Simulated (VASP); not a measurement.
# Sn (I4_1/amd) in VASP: a series of runs

Sn is run at these levels: PBEsol; tasks: single point.

All numbers are computed with VASP 6.6.1; they aren't measurements. Logs are shortened: lines on timing, memory, paths and dates and some standing lists are left out, and cuts for length are marked.

### Step 1. The cell of the first run

Symmetry: I4_1/amd, No. 141, tetragonal system. Conventional cell: a = 6.208 Å, b = 6.208 Å, c = 2.870 Å, α = 90.00°, β = 90.00°, γ = 90.00°. Sn (site symmetry -4m2) has 10 Sn at 2.87 to 3.78 Å within 3.8 Å.

### Step 2. Single point, PBEsol

Contents of INCAR:

```
SYSTEM = Sn
PREC     = Accurate       ! precision mode
ENCUT    = 520            ! plane-wave cutoff, eV
EDIFF    = 1E-7           ! SCF threshold, eV
ISMEAR   = 0              ! smearing method
SIGMA    = 0.15           ! smearing width, eV
LREAL    = .FALSE.        ! projectors in reciprocal space
LASPH    = .TRUE.         ! aspherical terms in the spheres
NELM     = 100            ! most SCF steps
ALGO     = Fast           ! electronic algorithm
ISIF     = 2              ! what is computed and relaxed
LWAVE    = .FALSE.        ! write WAVECAR
LCHARG   = .TRUE.         ! write CHGCAR
GGA      = PS             ! functional
LELF     = .TRUE.         ! ELF
LVHAR    = .TRUE.       
NBANDS   = 21             ! bands
```

Contents of KPOINTS:

```
regular mesh
0
G
  18 18 18
  0 0 0
```

Contents of POSCAR:

```
Sn
1.0
   -3.1038098185      3.1038098185      1.4350810438
    3.1038098185     -3.1038098185      1.4350810438
    3.1038098185      3.1038098185     -1.4350810438
Sn
2
Direct
    0.7500000000      0.2500000000      0.5000000000
    0.0000000000      0.0000000000      0.0000000000
```

Potentials or basis: VASP PAW PBE potentials, release 64 (Sn_d).

The run is started by

```bash
> cat potpaw_PBE.64/Sn_d/POTCAR > POTCAR
> mpirun -np 1 vasp_std > vasp.out
```

OUTCAR:

```text
SYSTEM = Sn
   PREC = Accurate
   ENCUT = 520
   EDIFF = 1E-7
   ISMEAR = 0
   LREAL = .FALSE.
   LASPH = .TRUE.
   NELM = 100
   ISIF = 2
   GGA = PS

 ion  position               nearest neighbor table
   1  0.750  0.250  0.500-   2 3.19   2 3.19   2 3.19   2 3.19
   2  0.000  0.000  0.000-   1 3.19   1 3.19   1 3.19   1 3.19

  LATTYP: Found a body centered tetragonal cell.
 ALAT       =     6.2076196370
 C/A-ratio  =     0.4623611393

  Lattice vectors:

 A1 = (  -3.1038098185,   3.1038098185,   1.4350810438)
 A2 = (   3.1038098185,  -3.1038098185,   1.4350810438)
 A3 = (   3.1038098185,   3.1038098185,  -1.4350810438)

Analysis of symmetry for initial positions (statically):
=====================================================================
 Subroutine PRICEL returns:
 Original cell was already a primitive cell.

 Routine SETGRP: Setting up the symmetry group for a
 body centered tetragonal supercell.

 Subroutine GETGRP returns: Found 16 space group operations
 (whereof  8 operations were pure point group operations)
 out of a pool of 16 trial point group operations.

The static configuration has the point symmetry D_2d.
 The point group associated with its full space group is D_4h.

Analysis of symmetry for dynamics (positions and initial velocities):
=====================================================================
 Subroutine PRICEL returns:
 Original cell was already a primitive cell.

 Routine SETGRP: Setting up the symmetry group for a
 body centered tetragonal supercell.

 Subroutine GETGRP returns: Found 16 space group operations
 (whereof  8 operations were pure point group operations)
 out of a pool of 16 trial point group operations.

The dynamic configuration has the point symmetry D_2d.
 The point group associated with its full space group is D_4h.

 Subroutine INISYM returns: Found 16 space group operations
 (whereof  8 operations are pure point group operations),
 and found     1 'primitive' translations

----------------------------------------------------------------------------------------

                                     Primitive cell

  volume of cell :      55.3002

  direct lattice vectors                    reciprocal lattice vectors
    -3.103809818  3.103809818  1.435081044     0.000000000  0.161092344  0.348412379
     3.103809818 -3.103809818  1.435081044     0.161092344  0.000000000  0.348412379
     3.103809818  3.103809818 -1.435081044     0.161092344  0.161092344  0.000000000

  length of vectors
     4.618087091  4.618087091  4.618087091     0.383851441  0.383851441  0.227818978

  position of ions in fractional coordinates (direct lattice)
     0.750000000  0.250000000  0.500000000
     0.000000000  0.000000000  0.000000000

  ion indices of the primitive-cell ions
   primitive index   ion index
                 1           1
                 2           2

----------------------------------------------------------------------------------------

 KPOINTS: regular mesh

Automatic generation of k-mesh.
 Grid dimensions read from file:
 generate k-points for:   18   18   18

 Generating k-lattice:

  Cartesian coordinates                     Fractional coordinates (reciprocal lattice)
     0.000000000  0.008949575  0.019356243     0.055555556  0.000000000 -0.000000000
     0.008949575  0.000000000  0.019356243     0.000000000  0.055555556 -0.000000000
     0.008949575  0.008949575  0.000000000     0.000000000  0.000000000  0.055555556

  Length of vectors
     0.021325080  0.021325080  0.012656610

  Shift w.r.t. Gamma in fractional coordinates (k-lattice)
     0.000000000  0.000000000  0.000000000

 Subroutine IBZKPT returns following result:
 ===========================================

 Found    480 irreducible k-points:

 Following reciprocal coordinates:
            Coordinates               Weight
  0.000000  0.000000  0.000000      1.000000
  0.055556 -0.000000  0.000000      8.000000
  0.111111 -0.000000  0.000000      8.000000
  0.166667 -0.000000  0.000000      8.000000
  0.222222 -0.000000  0.000000      8.000000
  0.277778 -0.000000  0.000000      8.000000
[... 16 lines left out ...]
 -0.277778  0.055556 -0.000000     16.000000
 -0.222222  0.055556 -0.000000     16.000000
 [... further k-points ...]
   k-points           NKPTS =    480   k-points in BZ     NKDIM =    480   number of bands    NBANDS=     21
   number of dos      NEDOS =    301   number of ions     NIONS =      2
   total plane-waves  NPLWV =  46656
   dimension x,y,z NGX =    36 NGY =   36 NGZ =   36
   dimension x,y,z NGXF=    72 NGYF=   72 NGZF=   72
   ions per type =               2
   NGX,Y,Z   is equivalent  to a cutoff of  12.96, 12.96, 12.96 a.u.
   NGXF,Y,Z  is equivalent  to a cutoff of  25.92, 25.92, 25.92 a.u.
 SYSTEM =  Sn
   PREC   = accura    normal or accurate (medium, high low for compatibility)
   ISTART =      0    job   : 0-new  1-cont  2-samecut
   ICHARG =      2    charge: 1-file 2-atom 10-const
   ISPIN  =      1    spin polarized calculation?
   LNONCOLLINEAR =      F non collinear calculations
   LSORBIT =      F    spin-orbit coupling
   LASPH  =      T    aspherical Exc in radial PAW
   ENCUT  =  520.0 eV  38.22 Ry    6.18 a.u.   8.59  8.59  8.59*2*pi/ulx,y,z
   NELM   =    100;   NELMIN=  2; NELMDL= -5     # of ELM steps
   EDIFF  = 0.1E-06   stopping-criterion for ELM
   LREAL  =      F    real-space projection
   EDIFFG = 0.1E-05   stopping-criterion for IOM
   NSW    =      0    number of steps for IOM
   IBRION =     -1    ionic relax: 0-MD 1-quasi-New 2-CG
   NFREE  =      0    steps in history (QN), initial steepest desc. (CG)
   ISIF   =      2    stress and relaxation
   ISYM   =      2    0-nonsym 1-usesym 2-fastsym
   POTIM  = 0.5000    time-step for ionic-motion
   TEBEG  =    0.0;   TEEND  =   0.0 temperature during run
   PSTRESS=    0.0 pullay stress
   NELECT =      28.0000    total number of electrons
   NUPDOWN=      -1.0000    fix difference up-down
   EMIN   =  10.00;   EMAX   =-10.00  energy-range for DOS
   EFERMI =   0.00;   METHOD = LEGACY
   ISMEAR =     0;   SIGMA  =   0.15  broadening in eV -4-tet -1-fermi 0-gaus
   EFERMI_NEDOS =   21; number of points for ismear=-14 and -15
   IALGO  =     68    algorithm
   IMIX   =      4    mixing-type and parameters
     AMIX     =   0.40;   BMIX     =  1.00
     AMIX_MAG =   1.60;   BMIX_MAG =  1.00
  volume/ion in A,a.u.               =      27.65       186.59
  Fermi-wavevector in a.u.,A,eV,Ry     =   1.304824  2.465760 23.164816  1.702566
  Thomas-Fermi vector in A             =   2.435734
   LORBIT       =      0    0 simple, 1 ext, 2 COOP (PROOUT), +10 PAW based schemes
   GGA     = PS    functional components
   LHFCALC =     F    Hartree Fock is set to
   AEXX    =    0.0000 exact exchange contribution
   IVDW    =     0    specifies the selected vdW correction
   LEPSILON=     F    determine dielectric tensor
   LRPA    =     F    only Hartree local field effects (RPA)
 non-spin polarized calculation
 RMM-DIIS sequential band-by-band and
 Gauss-broadening in eV      SIGMA  =   0.15
  energy-cutoff  :      520.00
  volume of cell :       55.30
 maximum number of plane-waves:      1522
   NGX = 17   NGY = 17   NGZ = 17

 number of electron      27.9999995 magnetization

 Free energy of the ion-electron system (eV)
  ---------------------------------------------------
  ext. energy  EPLUGINS =         0.00000000
  ---------------------------------------------------
  free energy    TOTEN  =        -8.30067734 eV

  energy without entropy =       -8.28662292  energy(sigma->0) =       -8.29365013

 E-fermi :   7.5678     XC(G=0): -10.3414

 val. band max:        7.5660649903   @ k =   0.2222   0.0556   0.0000
 cond. band min:       7.5694595629   @ k =   0.5000   0.3333   0.0000
 fundamental gap:      0.0033945727
 Fermi energy:         7.5678005416

 k-point     1 :       0.0000    0.0000    0.0000
  band No.  band energies     occupation
      1     -14.0906      2.00000
      2     -14.0545      2.00000
      3     -13.9138      2.00000
      4     -13.8185      2.00000
      5     -13.6446      2.00000
      6     -13.6215      2.00000
[... 13 lines left out ...]
     20      17.3275      0.00000
     21      17.3992      0.00000

 k-point     2 :       0.0556   -0.0000    0.0000
  band No.  band energies     occupation
      1     -14.0737      2.00000
      2     -14.0373      2.00000
      3     -13.9103      2.00000
      4     -13.8163      2.00000
      5     -13.6450      2.00000
      6     -13.6324      2.00000
[... 13 lines left out ...]
     20      16.6098      0.00000
     21      16.8080      0.00000

 k-point     3 :       0.1111   -0.0000    0.0000
  band No.  band energies     occupation
      1     -14.0250      2.00000
      2     -13.9883      2.00000
      3     -13.8998      2.00000
      4     -13.8097      2.00000
      5     -13.6569      2.00000
      6     -13.6556      2.00000
[... 13 lines left out ...]
     20      16.1104      0.00000
     21      17.0721      0.00000

 k-point     4 :       0.1667   -0.0000    0.0000
  band No.  band energies     occupation
      1     -13.9506      2.00000
      2     -13.9211      2.00000
      3     -13.8764      2.00000
      4     -13.7997      2.00000
      5     -13.6910      2.00000
      6     -13.6862      2.00000
[... 13 lines left out ...]
     20      16.3562      0.00000
     21      16.8865      0.00000

 k-point     5 :       0.2222   -0.0000    0.0000
  band No.  band energies     occupation
      1     -13.8841      2.00000
      2     -13.8602      2.00000
      3     -13.8070      2.00000
      4     -13.7877      2.00000
      5     -13.7307      2.00000
      6     -13.7171      2.00000
[... 13 lines left out ...]
     20      15.7628      0.00000
     21      16.0704      0.00000

 k-point     6 :       0.2778   -0.0000    0.0000
  band No.  band energies     occupation
      1     -13.8672      2.00000
      2     -13.7888      2.00000
      3     -13.7838      2.00000
      4     -13.7623      2.00000
      5     -13.7590      2.00000
      6     -13.7251      2.00000
[... 13 lines left out ...]
     20      15.2072      0.00000
     21      15.3219      0.00000

 k-point     7 :       0.3333   -0.0000    0.0000
  band No.  band energies     occupation
      1     -13.8625      2.00000
      2     -13.8158      2.00000
      3     -13.7928      2.00000
      4     -13.7798      2.00000
      5     -13.7567      2.00000
      6     -13.7549      2.00000
[... 13 lines left out ...]
     20      14.5040      0.00000
     21      15.6846      0.00000
[... 291 lines left out ...]
      1     -13.8666      2.00000
      2     -13.8454      2.00000
      3     -13.8298      2.00000
      4     -13.7836      2.00000
      5     -13.7704      2.00000
      6     -13.7380      2.00000
[... 13 lines left out ...]
     20      15.3151      0.00000
     21      16.3245      0.00000

 k-point    21 :      -0.3889    0.0556   -0.0000
  band No.  band energies     occupation
      1     -13.8583      2.00000
      2     -13.8159      2.00000
      3     -13.7989      2.00000
      4     -13.7748      2.00000
      5     -13.7581      2.00000
      6     -13.7485      2.00000
[... 13 lines left out ...]
     20      14.9388      0.00000
     21      15.6180      0.00000

 k-point    22 :      -0.3333    0.0556   -0.0000
  band No.  band energies     occupation
      1     -13.8606      2.00000
      2     -13.7919      2.00000
      3     -13.7801      2.00000
      4     -13.7681      2.00000
      5     -13.7562      2.00000
      6     -13.7272      2.00000
[... 13 lines left out ...]
     20      15.2997      0.00000
     21      15.6503      0.00000

 k-point    23 :      -0.2778    0.0556   -0.0000
  band No.  band energies     occupation
      1     -13.8776      2.00000
      2     -13.8587      2.00000
      3     -13.8121      2.00000
      4     -13.7824      2.00000
      5     -13.7289      2.00000
      6     -13.7104      2.00000
[... 13 lines left out ...]
     20      15.8229      0.00000
     21      16.4866      0.00000

 k-point    24 :      -0.2222    0.0556   -0.0000
  band No.  band energies     occupation
      1     -13.9502      2.00000
      2     -13.9192      2.00000
      3     -13.8729      2.00000
      4     -13.7946      2.00000
      5     -13.6902      2.00000
      6     -13.6824      2.00000
[... 13 lines left out ...]
     20      16.5938      0.00000
     21      17.0719      0.00000

 [... further k-points ...]
[... 5 lines left out ...]
  --------------------------------------------------------------------------------------
  -------------------------------------------------------------------------------------
  Total       -1.3388457     -1.3388457      3.3512991      0.0000000      0.0000000      0.0000000
  in kB      -38.7895279    -38.7895279     97.0950632      0.0000000      0.0000000      0.0000000
  external PRESSURE =       6.5053358 kB  Pullay stress =       0.0000000 kB

 VOLUME and BASIS-vectors are now :
 -----------------------------------------------------------------------------
  energy-cutoff  :      520.00
  volume of cell :       55.30
      direct lattice vectors                 reciprocal lattice vectors
    -3.103809818  3.103809818  1.435081044     0.000000000  0.161092344  0.348412379
     3.103809818 -3.103809818  1.435081044     0.161092344  0.000000000  0.348412379
     3.103809818  3.103809818 -1.435081044     0.161092344  0.161092344  0.000000000

 POSITION                                       TOTAL-FORCE (eV/Angst)
 -----------------------------------------------------------------------------------
      0.00000      3.10381      0.71754         0.000000      0.000000      0.000000
      0.00000      0.00000      0.00000        -0.000000     -0.000000     -0.000000
 -----------------------------------------------------------------------------------
    total drift:                               -0.000000      0.000000     -0.000000

  FREE ENERGIE OF THE ION-ELECTRON SYSTEM (eV)
  ---------------------------------------------------
  free  energy   TOTEN  =        -8.3006773410 eV

  energy  without entropy=       -8.2866229244  energy(sigma->0) =       -8.29365013
```

Wall time 23 min (1 thread of Oxide Virtual Turin-like, shared host); peak memory 0.51 GiB.

What came out:

```yaml
Free_energy: -8.3007 eV
Pressure: 0.7 GPa
Band_gap_on_the_k_mesh: zero (band 14 reaches 8.65 eV, above the bottom of band 15 at 5.70 eV)
```

Stress tensor (GPa, compression positive):
```
-3.88  0.00  0.00
 0.00 -3.88  0.00
 0.00  0.00  9.71
```

Levels at points of the mesh, in eV from the Fermi level:
```
           k point  band 10  band 11  band 12  band 13  band 14  band 15  band 16  band 17  band 18  band 19
(0.00, 0.00, 0.00)   -21.13   -11.09    -5.35    -2.52    -2.52     2.49     4.56     4.56     8.02     8.66
(0.50, 0.00, 0.00)   -21.01    -5.70    -4.76    -2.41    -2.23    -0.26     2.64     2.82     4.39     6.55
(0.50, 0.50, 0.00)   -21.17    -9.20    -9.20    -0.26    -0.26     0.28     0.28     8.99     8.99     9.04
(0.50, 0.50, 0.50)   -21.19    -8.29    -8.29    -4.83    -4.83     6.89     6.89     8.34     8.34    11.27
```

Caveat: the PAW data sets were made with another functional, which shifts forces and pressure a little; spin-orbit coupling is left out, which moves the levels of the heavy elements.

[end of part 1 of 2]
